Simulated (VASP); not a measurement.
# Cu (Fm-3m) in VASP: a series of runs

Runs on Cu. Level: LDA. Tasks: single point.

Program: VASP 6.6.1. These are calculated values, not measurements. Logs are shortened: lines on timing, memory, paths and dates and some standing lists are left out, and cuts for length are marked.

## Step 1: The cell of the first run

It takes space group Fm-3m (No. 225, cubic). Conventional cell: a = 3.650 Å, b = 3.650 Å, c = 3.650 Å, α = 90.00°, β = 90.00°, γ = 90.00°. Cu (site symmetry m-3m) has 12 Cu at 2.58 Å within 3.4 Å.

## Step 2: Single point, LDA

File INCAR:

```
PREC = Accurate ; ENCUT = 520
EDIFF = 1E-6 ; ISMEAR = 0
SIGMA = 0.1 ; LREAL = F
LASPH = T ; NELM = 80
ALGO = Normal ; ISIF = 2
LWAVE = F ; LCHARG = F
NBANDS = 12
```

File KPOINTS:

```
regular mesh
0
Gamma
  8 8 8
```

File POSCAR:

```
Cu
1.0
    0.0000000000      1.8250000000      1.8250000000
    1.8250000000      0.0000000000      1.8250000000
    1.8250000000      1.8250000000      0.0000000000
Cu
1
Direct
    0.0000000000      0.0000000000      0.0000000000
```

Potentials or basis: VASP PAW LDA potentials, release 64 (Cu).

Run with:

```bash
$ cat potpaw_LDA.64/Cu/POTCAR > POTCAR
$ mpirun -np 1 vasp_std > vasp.out
```

OUTCAR:

```text
PREC = Accurate
   ENCUT = 520
   EDIFF = 1E-6
   ISMEAR = 0
   LREAL = F
   LASPH = T
   NELM = 80
   ISIF = 2

 ion  position               nearest neighbor table
   1  0.000  0.000  0.000-

  LATTYP: Found a face centered cubic cell.
 ALAT       =     3.6500000000

  Lattice vectors:

 A1 = (   0.0000000000,   1.8250000000,   1.8250000000)
 A2 = (   1.8250000000,   0.0000000000,   1.8250000000)
 A3 = (   1.8250000000,   1.8250000000,   0.0000000000)

Analysis of symmetry for initial positions (statically):
=====================================================================
 Subroutine PRICEL returns:
 Original cell was already a primitive cell.

 Routine SETGRP: Setting up the symmetry group for a
 face centered cubic supercell.

 Subroutine GETGRP returns: Found 48 space group operations
 (whereof 48 operations were pure point group operations)
 out of a pool of 48 trial point group operations.

The static configuration has the point symmetry O_h .

Analysis of symmetry for dynamics (positions and initial velocities):
=====================================================================
 Subroutine PRICEL returns:
 Original cell was already a primitive cell.

 Routine SETGRP: Setting up the symmetry group for a
 face centered cubic supercell.

 Subroutine GETGRP returns: Found 48 space group operations
 (whereof 48 operations were pure point group operations)
 out of a pool of 48 trial point group operations.

The dynamic configuration has the point symmetry O_h .

 Subroutine INISYM returns: Found 48 space group operations
 (whereof 48 operations are pure point group operations),
 and found     1 'primitive' translations

----------------------------------------------------------------------------------------

                                     Primitive cell

  volume of cell :      12.1568

  direct lattice vectors                    reciprocal lattice vectors
     0.000000000  1.825000000  1.825000000    -0.273972603  0.273972603  0.273972603
     1.825000000  0.000000000  1.825000000     0.273972603 -0.273972603  0.273972603
     1.825000000  1.825000000  0.000000000     0.273972603  0.273972603 -0.273972603

  length of vectors
     2.580939751  2.580939751  2.580939751     0.474534468  0.474534468  0.474534468

  position of ions in fractional coordinates (direct lattice)
     0.000000000  0.000000000  0.000000000

  ion indices of the primitive-cell ions
   primitive index   ion index
[... 73 lines left out ...]
   EDIFF  = 0.1E-05   stopping-criterion for ELM
   LREAL  =      F    real-space projection
   EDIFFG = 0.1E-04   stopping-criterion for IOM
   NSW    =      0    number of steps for IOM
   IBRION =     -1    ionic relax: 0-MD 1-quasi-New 2-CG
   NFREE  =      0    steps in history (QN), initial steepest desc. (CG)
   ISIF   =      2    stress and relaxation
   ISYM   =      2    0-nonsym 1-usesym 2-fastsym
   POTIM  = 0.5000    time-step for ionic-motion
   TEBEG  =    0.0;   TEEND  =   0.0 temperature during run
   PSTRESS=    0.0 pullay stress
   NELECT =      11.0000    total number of electrons
   NUPDOWN=      -1.0000    fix difference up-down
   EMIN   =  10.00;   EMAX   =-10.00  energy-range for DOS
   EFERMI =   0.00;   METHOD = LEGACY
   ISMEAR =     0;   SIGMA  =   0.10  broadening in eV -4-tet -1-fermi 0-gaus
   EFERMI_NEDOS =   21; number of points for ismear=-14 and -15
   IALGO  =     38    algorithm
   IMIX   =      4    mixing-type and parameters
     AMIX     =   0.40;   BMIX     =  1.00
     AMIX_MAG =   1.60;   BMIX_MAG =  1.00
  volume/ion in A,a.u.               =      12.16        82.04
  Fermi-wavevector in a.u.,A,eV,Ry     =   1.583432  2.992253 34.113318  2.507258
  Thomas-Fermi vector in A             =   2.683204
   LORBIT       =      0    0 simple, 1 ext, 2 COOP (PROOUT), +10 PAW based schemes
   GGA     = CA    functional components
   LHFCALC =     F    Hartree Fock is set to
   AEXX    =    0.0000 exact exchange contribution
   IVDW    =     0    specifies the selected vdW correction
   LEPSILON=     F    determine dielectric tensor
   LRPA    =     F    only Hartree local field effects (RPA)
 non-spin polarized calculation
 Gauss-broadening in eV      SIGMA  =   0.10
  energy-cutoff  :      520.00
  volume of cell :       12.16
 maximum number of plane-waves:       342
   NGX =  9   NGY =  9   NGZ =  9

 number of electron      10.9999992 magnetization

 Free energy of the ion-electron system (eV)
  ---------------------------------------------------
  ext. energy  EPLUGINS =         0.00000000
  ---------------------------------------------------
  free energy    TOTEN  =        -4.61645931 eV

  energy without entropy =       -4.61341206  energy(sigma->0) =       -4.61493568

 E-fermi :   6.8857     XC(G=0): -12.9334

 val. band max:        6.8111145495   @ k =   0.5000   0.2500   0.1250
 cond. band min:       7.1270658165   @ k =   0.5000   0.1250   0.0000
 fundamental gap:      0.3159512670
 Fermi energy:         6.8856548705

 k-point     1 :       0.0000    0.0000    0.0000
  band No.  band energies     occupation
      1      -2.1493      2.00000
      2       4.0064      2.00000
      3       4.0064      2.00000
      4       4.0064      2.00000
      5       4.8080      2.00000
      6       4.8080      2.00000
      7      29.4380      0.00000
      8      31.6697      0.00000
      9      31.6697      0.00000
     10      31.6697      0.00000
     11      34.1975      0.00000
     12      34.1975      0.00000
[... 331 lines left out ...]
 k-point    24 :      -0.3750    0.2500    0.1250
  band No.  band energies     occupation
      1       2.7746      2.00000
      2       3.4650      2.00000
      3       3.9605      2.00000
      4       4.4451      2.00000
      5       5.2977      2.00000
      6       9.0779      0.00000
      7      11.0661      0.00000
      8      20.9528      0.00000
      9      21.1586      0.00000
     10      30.1395      0.00000
     11      33.8012      0.00000
     12      41.1809      0.00000

 [... further k-points ...]
[... 5 lines left out ...]
  --------------------------------------------------------------------------------------
  -------------------------------------------------------------------------------------
  Total       -1.0806473     -1.0806473     -1.0806473      0.0000000     -0.0000000     -0.0000000
  in kB     -142.4216286   -142.4216286   -142.4216286      0.0000000     -0.0000000     -0.0000000
  external PRESSURE =    -142.4216286 kB  Pullay stress =       0.0000000 kB

 VOLUME and BASIS-vectors are now :
 -----------------------------------------------------------------------------
  energy-cutoff  :      520.00
  volume of cell :       12.16
      direct lattice vectors                 reciprocal lattice vectors
     0.000000000  1.825000000  1.825000000    -0.273972603  0.273972603  0.273972603
     1.825000000  0.000000000  1.825000000     0.273972603 -0.273972603  0.273972603
     1.825000000  1.825000000  0.000000000     0.273972603  0.273972603 -0.273972603

 POSITION                                       TOTAL-FORCE (eV/Angst)
 -----------------------------------------------------------------------------------
      0.00000      0.00000      0.00000         0.000000      0.000000      0.000000
 -----------------------------------------------------------------------------------
    total drift:                                0.000000     -0.000000      0.000000

  FREE ENERGIE OF THE ION-ELECTRON SYSTEM (eV)
  ---------------------------------------------------
  free  energy   TOTEN  =        -4.6164593068 eV

  energy  without entropy=       -4.6134120589  energy(sigma->0) =       -4.61493568
```

stdout:

```text
POSCAR found type information on POSCAR Cu
 POSCAR found :  1 types and       1 ions
 scaLAPACK will be used
 LDA part: xc-table for (Slater(with rela. corr.)+CA(PZ))
 , standard interpolation
 POSCAR, INCAR and KPOINTS ok, starting setup
 FFT: planning ... GRIDC
 FFT: planning ... GRID_SOFT
 FFT: planning ... GRID
 WAVECAR not read
 entering main loop
```

Wall time 3.8 s (1 thread of Intel Xeon 8259CL, shared host); peak memory 0.12 GiB.

What came out:

| Item | Value |
| --- | --- |
| Free energy | -4.6165 eV |
| Pressure | -14.2 GPa |
| Band gap on the k mesh | zero (an odd number of electrons rules out a gap without spin polarisation) |

Levels at points of the mesh, in eV from the Fermi level:
| k point | band 4 | band 5 | band 6 | band 7 | band 8 | band 9 |
| --- | --- | --- | --- | --- | --- | --- |
| (0.00, 0.00, 0.00) | -2.88 | -2.08 | -2.08 | 22.55 | 24.78 | 24.78 |
| (0.50, 0.00, 0.00) | -1.53 | -1.53 | -0.80 | 3.68 | 21.08 | 21.56 |
| (0.50, 0.50, 0.00) | -1.40 | -1.40 | 1.61 | 7.00 | 12.88 | 12.88 |

Caveat: the k points lie up to 0.37 Å⁻¹ apart, too coarse for converged energies and pressures of a metal.

## Step 3: Single point, LDA

This run uses another cell than the first one, of 10.90 Å³/atom.

File INCAR:

```
ALGO = Normal ; EDIFF = 1E-6
ENCUT = 520 ; GGA = CA
ISIF = 2 ; ISMEAR = 0
LASPH = T ; LCHARG = T
LELF = T ; LREAL = F
LVHAR = T ; LWAVE = F
NBANDS = 12 ; NELM = 60
PREC = Accurate ; SIGMA = 0.1
```

File KPOINTS:

```
k-points
0
Gamma
  10 10 10
```

File POSCAR:

```
Cu
1.0
    0.0000000000      1.7598111927      1.7598111927
    1.7598111927      0.0000000000      1.7598111927
    1.7598111927      1.7598111927      0.0000000000
Cu
1
Direct
    0.0000000000      0.0000000000      0.0000000000
```

Potentials or basis: VASP PAW LDA potentials, release 64 (Cu).

Run with:

```bash
$ cat potpaw_LDA.64/Cu/POTCAR > POTCAR
$ mpirun -np 1 vasp_std > vasp.out
```

Wall time 6.6 s (1 thread of Intel Xeon 8259CL, shared host); peak memory 0.12 GiB.

It converged, with:

| Quantity | Value |
| --- | --- |
| Free energy | -4.6935 eV |
| Pressure | 0.6 GPa |
| Band gap on the k mesh | zero (an odd number of electrons rules out a gap without spin polarisation) |

Levels at points of the mesh, in eV from the Fermi level:
| k point | band 2 | band 3 | band 4 | band 5 | band 6 | band 7 | band 8 | band 9 | band 10 | band 11 |
| --- | --- | --- | --- | --- | --- | --- | --- | --- | --- | --- |
| (0.00, 0.00, 0.00) | -3.21 | -3.21 | -3.21 | -2.26 | -2.26 | 23.44 | 26.55 | 26.55 | 26.55 | 29.17 |
| (0.50, 0.00, 0.00) | -3.24 | -3.24 | -1.62 | -1.62 | -1.09 | 4.27 | 21.92 | 23.31 | 23.31 | 26.39 |
| (0.50, 0.50, 0.00) | -4.79 | -1.63 | -1.46 | -1.46 | 1.56 | 7.82 | 13.77 | 13.77 | 18.61 | 21.75 |

## Step 4: Single point, LDA

This run uses another cell than the first one, of 10.89 Å³/atom.

File INCAR:

```
SYSTEM = Cu
ALGO = Normal ; EDIFF = 1E-6
ENCUT = 520 ; ISIF = 2
ISMEAR = 0 ; LASPH = .TRUE.
LCHARG = .FALSE. ; LREAL = .FALSE.
LWAVE = .FALSE. ; NBANDS = 12
NELM = 100 ; PREC = Accurate
SIGMA = 0.1
```

File KPOINTS:

```
k-points
0
G
  18 18 18
  0 0 0
```

File POSCAR:

```
Cu
1.0
    0.0000000000      1.7592130920      1.7592130920
    1.7592130920      0.0000000000      1.7592130920
    1.7592130920      1.7592130920      0.0000000000
Cu
1
Direct
    0.0000000000      0.0000000000      0.0000000000
```

Run with:

```bash
$ cat potpaw_LDA.64/Cu/POTCAR > POTCAR
$ mpirun -np 1 vasp_std > vasp.out
```

It took 24 s on 1 thread of Intel Xeon 8259CL, shared host; peak memory 0.13 GiB.

The run converged. Its results:

* Free energy: -4.7081 eV
* Pressure: 0.9 GPa
* Band gap on the k mesh: zero (an odd number of electrons rules out a gap without spin polarisation)

Levels at points of the mesh, in eV from the Fermi level:
```tsv
k point	band 3	band 4	band 5	band 6	band 7	band 8	band 9	band 10
(0.00, 0.00, 0.00)	-3.30	-3.30	-2.35	-2.35	23.35	26.47	26.47	26.47
(0.50, 0.00, 0.00)	-3.33	-1.71	-1.71	-1.19	4.18	21.83	23.23	23.23
(0.50, 0.50, 0.00)	-1.72	-1.55	-1.55	1.46	7.73	13.67	13.67	18.53
```

## Step 5: Summary

| cell | k mesh | gap on the mesh (eV) | pressure (GPa) |
| --- | --- | --- | --- |
| a = 2.581 Å, angles 60.0°, 1 atom | 8 × 8 × 8 | none | -14.2 |
| a = 2.489 Å, angles 60.0°, 1 atom | 10 × 10 × 10 | none | 0.6 |
| a = 2.488 Å, angles 60.0°, 1 atom | 18 × 18 × 18 | none | 0.9 |

Alike in all rows: task single point; level LDA; potentials or basis VASP PAW LDA potentials, release 64 (Cu); no spin polarisation; cutoff (eV) 520; smearing gaussian 0.1 eV.

Caveats: some runs use coarse meshes.

Absolute energies hang on the potentials; compare differences alone.
